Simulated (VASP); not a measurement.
# SnSe in VASP: further runs

The runs below take SnSe through single point, with LDA, PBEsol, PBE.

Everything below comes from runs of VASP 6.6.1. Logs are shortened: lines on timing, memory, paths and dates and some standing lists are left out, and cuts for length are marked.

### 1 The cell of the first run

The cell holds a slab with vacuum, 4 atoms: a = 4.369 Å, b = 4.369 Å, c = 11.206 Å, α = 90.00°, β = 90.00°, γ = 90.00°.

### 2 Single point, LDA

The input, INCAR:

```
SYSTEM = SnSe
PREC = Accurate
ENCUT = 520
EDIFF = 1E-7
ISMEAR = -1
SIGMA = 0.05
LREAL = .False.
LASPH = .True.
NELM = 100
ALGO = Normal
ISIF = 2
LWAVE = .False.
LCHARG = .False.
GGA = CA
NBANDS = 28
```

The input, KPOINTS:

```
Automatic mesh
0
Gamma
  6 6 3
  0 0 0
```

The input, POSCAR:

```
SnSe
1.0
    4.3693747848      0.0000000000      0.0000000000
    0.0000000000      4.3693747848      0.0000000000
    0.0000000000      0.0000000000     11.2062506230
Sn Se
2 2
Direct
    0.0000000000      0.5000000000      0.6277708900
    0.5000000000      0.0000000000      0.3722291100
    0.0000000000      0.5000000000      0.3839605100
    0.5000000000      0.0000000000      0.6160394900
```

Potentials or basis: VASP PAW LDA potentials, release 64 (Sn_d, Se).

The run is started by

```sh
$ cat potpaw_LDA.64/Sn_d/POTCAR potpaw_LDA.64/Se/POTCAR > POTCAR
$ mpirun -np 1 vasp_std > vasp.out
```

OUTCAR:

```text
SYSTEM = SnSe
   PREC = Accurate
   ENCUT = 520
   EDIFF = 1E-7
   ISMEAR = -1
   LREAL = .False.
   LASPH = .True.
   NELM = 100
   ISIF = 2
   GGA = CA

 ion  position               nearest neighbor table
   1  0.000  0.500  0.628-   3 2.73   4 3.09   4 3.09   4 3.09   4 3.09
   2  0.500  0.000  0.372-   4 2.73   3 3.09   3 3.09   3 3.09   3 3.09
   3  0.000  0.500  0.384-   1 2.73   2 3.09   2 3.09   2 3.09   2 3.09
   4  0.500  0.000  0.616-   2 2.73   1 3.09   1 3.09   1 3.09   1 3.09

  LATTYP: Found a simple tetragonal cell.
 ALAT       =     4.3693747848
 C/A-ratio  =     2.5647263453

  Lattice vectors:

 A1 = (   4.3693747848,   0.0000000000,   0.0000000000)
 A2 = (   0.0000000000,   4.3693747848,   0.0000000000)
 A3 = (   0.0000000000,   0.0000000000,  11.2062506230)

Analysis of symmetry for initial positions (statically):
=====================================================================
 Subroutine PRICEL returns:
 Original cell was already a primitive cell.

 Routine SETGRP: Setting up the symmetry group for a
 simple tetragonal supercell.

 Subroutine GETGRP returns: Found 16 space group operations
 (whereof  8 operations were pure point group operations)
 out of a pool of 16 trial point group operations.

The static configuration has the point symmetry D_2d.
 The point group associated with its full space group is D_4h.

Analysis of symmetry for dynamics (positions and initial velocities):
=====================================================================
 Subroutine PRICEL returns:
 Original cell was already a primitive cell.

 Routine SETGRP: Setting up the symmetry group for a
 simple tetragonal supercell.

 Subroutine GETGRP returns: Found 16 space group operations
 (whereof  8 operations were pure point group operations)
 out of a pool of 16 trial point group operations.

The dynamic configuration has the point symmetry D_2d.
 The point group associated with its full space group is D_4h.

 Subroutine INISYM returns: Found 16 space group operations
 (whereof  8 operations are pure point group operations),
 and found     1 'primitive' translations

----------------------------------------------------------------------------------------

                                     Primitive cell

  volume of cell :     213.9434

  direct lattice vectors                    reciprocal lattice vectors
     4.369374785  0.000000000  0.000000000     0.228865696  0.000000000  0.000000000
     0.000000000  4.369374785  0.000000000     0.000000000  0.228865696  0.000000000
     0.000000000  0.000000000 11.206250623     0.000000000  0.000000000  0.089235912

  length of vectors
     4.369374785  4.369374785 11.206250623     0.228865696  0.228865696  0.089235912

  position of ions in fractional coordinates (direct lattice)
     0.000000000  0.500000000  0.627770890
     0.500000000  0.000000000  0.372229110
     0.000000000  0.500000000  0.383960510
     0.500000000  0.000000000  0.616039490

  ion indices of the primitive-cell ions
   primitive index   ion index
                 1           1
                 2           2
                 3           3
                 4           4

----------------------------------------------------------------------------------------

 KPOINTS: Automatic mesh

Automatic generation of k-mesh.
 Grid dimensions read from file:
 generate k-points for:    6    6    3

 Generating k-lattice:

  Cartesian coordinates                     Fractional coordinates (reciprocal lattice)
     0.038144283  0.000000000  0.000000000     0.166666667  0.000000000  0.000000000
     0.000000000  0.038144283  0.000000000     0.000000000  0.166666667  0.000000000
     0.000000000  0.000000000  0.029745304     0.000000000  0.000000000  0.333333333

  Length of vectors
     0.038144283  0.038144283  0.029745304

  Shift w.r.t. Gamma in fractional coordinates (k-lattice)
     0.000000000  0.000000000  0.000000000

 Subroutine IBZKPT returns following result:
 ===========================================

 Found     20 irreducible k-points:

 Following reciprocal coordinates:
            Coordinates               Weight
  0.000000  0.000000  0.000000      1.000000
  0.166667  0.000000  0.000000      4.000000
  0.333333  0.000000  0.000000      4.000000
  0.500000  0.000000  0.000000      2.000000
  0.166667  0.166667  0.000000      4.000000
  0.333333  0.166667  0.000000      8.000000
[... 12 lines left out ...]
  0.500000  0.333333  0.333333      8.000000
  0.500000  0.500000  0.333333      2.000000
   k-points           NKPTS =     20   k-points in BZ     NKDIM =     20   number of bands    NBANDS=     28
   number of dos      NEDOS =    301   number of ions     NIONS =      4
   total plane-waves  NPLWV =  86016
   dimension x,y,z NGX =    32 NGY =   32 NGZ =   84
   dimension x,y,z NGXF=    64 NGYF=   64 NGZF=  168
   ions per type =               2   2
   NGX,Y,Z   is equivalent  to a cutoff of  12.18, 12.18, 12.46 a.u.
   NGXF,Y,Z  is equivalent  to a cutoff of  24.35, 24.35, 24.92 a.u.
 SYSTEM =  SnSe
   PREC   = accura    normal or accurate (medium, high low for compatibility)
   ISTART =      0    job   : 0-new  1-cont  2-samecut
   ICHARG =      2    charge: 1-file 2-atom 10-const
   ISPIN  =      1    spin polarized calculation?
   LNONCOLLINEAR =      F non collinear calculations
   LSORBIT =      F    spin-orbit coupling
   LASPH  =      T    aspherical Exc in radial PAW
   ENCUT  =  520.0 eV  38.22 Ry    6.18 a.u.   8.12  8.12 20.84*2*pi/ulx,y,z
   NELM   =    100;   NELMIN=  2; NELMDL= -5     # of ELM steps
   EDIFF  = 0.1E-06   stopping-criterion for ELM
   LREAL  =      F    real-space projection
   EDIFFG = 0.1E-05   stopping-criterion for IOM
   NSW    =      0    number of steps for IOM
   IBRION =     -1    ionic relax: 0-MD 1-quasi-New 2-CG
   NFREE  =      0    steps in history (QN), initial steepest desc. (CG)
   ISIF   =      2    stress and relaxation
   ISYM   =      2    0-nonsym 1-usesym 2-fastsym
   POTIM  = 0.5000    time-step for ionic-motion
   TEBEG  =    0.0;   TEEND  =   0.0 temperature during run
   PSTRESS=    0.0 pullay stress
   NELECT =      40.0000    total number of electrons
   NUPDOWN=      -1.0000    fix difference up-down
   EMIN   =  10.00;   EMAX   =-10.00  energy-range for DOS
   EFERMI =   0.00;   METHOD = LEGACY
   ISMEAR =    -1;   SIGMA  =   0.05  broadening in eV -4-tet -1-fermi 0-gaus
   EFERMI_NEDOS =   21; number of points for ismear=-14 and -15
   IALGO  =     38    algorithm
   IMIX   =      4    mixing-type and parameters
     AMIX     =   0.40;   BMIX     =  1.00
     AMIX_MAG =   1.60;   BMIX_MAG =  1.00
  volume/ion in A,a.u.               =      53.49       360.94
  Fermi-wavevector in a.u.,A,eV,Ry     =   0.936114  1.768998 11.922901  0.876309
  Thomas-Fermi vector in A             =   2.063090
   LORBIT       =      0    0 simple, 1 ext, 2 COOP (PROOUT), +10 PAW based schemes
   GGA     = CA    functional components
   LHFCALC =     F    Hartree Fock is set to
   AEXX    =    0.0000 exact exchange contribution
   IVDW    =     0    specifies the selected vdW correction
   LEPSILON=     F    determine dielectric tensor
   LRPA    =     F    only Hartree local field effects (RPA)
 non-spin polarized calculation
  energy-cutoff  :      520.00
  volume of cell :      213.94
 maximum number of plane-waves:      5828
   NGX = 17   NGY = 17   NGZ = 41

 number of electron      40.0000000 magnetization

 Free energy of the ion-electron system (eV)
  ---------------------------------------------------
  ext. energy  EPLUGINS =         0.00000000
  ---------------------------------------------------
  free energy    TOTEN  =       -18.28161608 eV

  energy without entropy =      -18.28161590  energy(sigma->0) =      -18.28161599

 E-fermi :   0.7103     XC(G=0):  -6.0497

 val. band max:       -0.0279998845   @ k =   0.3333   0.0000   0.3333
 cond. band min:       1.4726153983   @ k =   0.3333   0.0000   0.3333
 fundamental gap:      1.5006152829
 Fermi energy:         0.7102947414

 k-point     1 :       0.0000    0.0000    0.0000
  band No.  band energies     occupation
      1     -20.9350      2.00000
      2     -20.9307      2.00000
      3     -20.9290      2.00000
      4     -20.9235      2.00000
      5     -20.9156      2.00000
      6     -20.8947      2.00000
[... 20 lines left out ...]
     27       5.4305      0.00000
     28       5.4305      0.00000

 k-point     2 :       0.1667    0.0000    0.0000
  band No.  band energies     occupation
      1     -20.9329      2.00000
      2     -20.9301      2.00000
      3     -20.9292      2.00000
      4     -20.9255      2.00000
      5     -20.9130      2.00000
      6     -20.8950      2.00000
[... 20 lines left out ...]
     27       5.2078      0.00000
     28       5.2348      0.00000

 k-point     3 :       0.3333    0.0000    0.0000
  band No.  band energies     occupation
      1     -20.9321      2.00000
      2     -20.9295      2.00000
      3     -20.9290      2.00000
      4     -20.9267      2.00000
      5     -20.9065      2.00000
      6     -20.8964      2.00000
[... 20 lines left out ...]
     27       5.1070      0.00000
     28       6.5567      0.00000

 k-point     4 :       0.5000    0.0000    0.0000
  band No.  band energies     occupation
      1     -20.9322      2.00000
      2     -20.9322      2.00000
      3     -20.9264      2.00000
      4     -20.9264      2.00000
      5     -20.9002      2.00000
      6     -20.9002      2.00000
[... 454 lines left out ...]
     27       5.7104      0.00000
     28       5.9774      0.00000

 k-point    19 :       0.5000    0.3333    0.3333
  band No.  band energies     occupation
      1     -20.9411      2.00000
      2     -20.9411      2.00000
      3     -20.9197      2.00000
      4     -20.9197      2.00000
      5     -20.8971      2.00000
      6     -20.8971      2.00000
[... 20 lines left out ...]
     27       5.5523      0.00000
     28       5.5523      0.00000

 k-point    20 :       0.5000    0.5000    0.3333
  band No.  band energies     occupation
      1     -20.9439      2.00000
      2     -20.9439      2.00000
      3     -20.9177      2.00000
      4     -20.9177      2.00000
      5     -20.8974      2.00000
      6     -20.8974      2.00000
[... 20 lines left out ...]
     27       6.1399      0.00000
     28       6.1399      0.00000

------------------------ aborting loop because EDIFF is reached ----------------------------------------

  FORCE on cell =-STRESS in cart. coord.  units (eV):
  Direction    XX          YY          ZZ          XY          YZ          ZX
  --------------------------------------------------------------------------------------
  -------------------------------------------------------------------------------------
  Total       -3.9613460     -3.9613460     -2.4638551      0.0000000      0.0000000      0.0000000
  in kB      -29.6656888    -29.6656888    -18.4512936      0.0000000      0.0000000      0.0000000
  external PRESSURE =     -25.9275571 kB  Pullay stress =       0.0000000 kB

 VOLUME and BASIS-vectors are now :
 -----------------------------------------------------------------------------
  energy-cutoff  :      520.00
  volume of cell :      213.94
      direct lattice vectors                 reciprocal lattice vectors
     4.369374785  0.000000000  0.000000000     0.228865696  0.000000000  0.000000000
     0.000000000  4.369374785  0.000000000     0.000000000  0.228865696  0.000000000
     0.000000000  0.000000000 11.206250623     0.000000000  0.000000000  0.089235912

 POSITION                                       TOTAL-FORCE (eV/Angst)
 -----------------------------------------------------------------------------------
      0.00000      2.18469      7.03496         0.000000     -0.000000     -0.572789
      2.18469      0.00000      4.17129        -0.000000     -0.000000      0.572789
      0.00000      2.18469      4.30276        -0.000000      0.000000      0.306263
      2.18469      0.00000      6.90349         0.000000     -0.000000     -0.306263
 -----------------------------------------------------------------------------------
    total drift:                                0.000000      0.000000      0.000000

  FREE ENERGIE OF THE ION-ELECTRON SYSTEM (eV)
  ---------------------------------------------------
  free  energy   TOTEN  =       -18.2816160834 eV

  energy  without entropy=      -18.2816158950  energy(sigma->0) =      -18.28161599
```

Wall time 64 s (1 thread of Intel Xeon 6975P-C (Granite Rapids), shared host); peak memory 0.28 GiB.

Results:

```
Free energy            : -18.2816 eV
Largest force          : 0.573 eV/Å
Band gap on the k mesh : 1.50 eV, direct
```

Forces on the atoms (eV/Å):
```
Sn   0.000  0.000 -0.573
Sn   0.000  0.000  0.573
Se   0.000  0.000  0.306
Se   0.000  0.000 -0.306
```

Caveat: spin-orbit coupling is left out, which moves the levels of the heavy elements.

(Continued in part 2 of 2.)
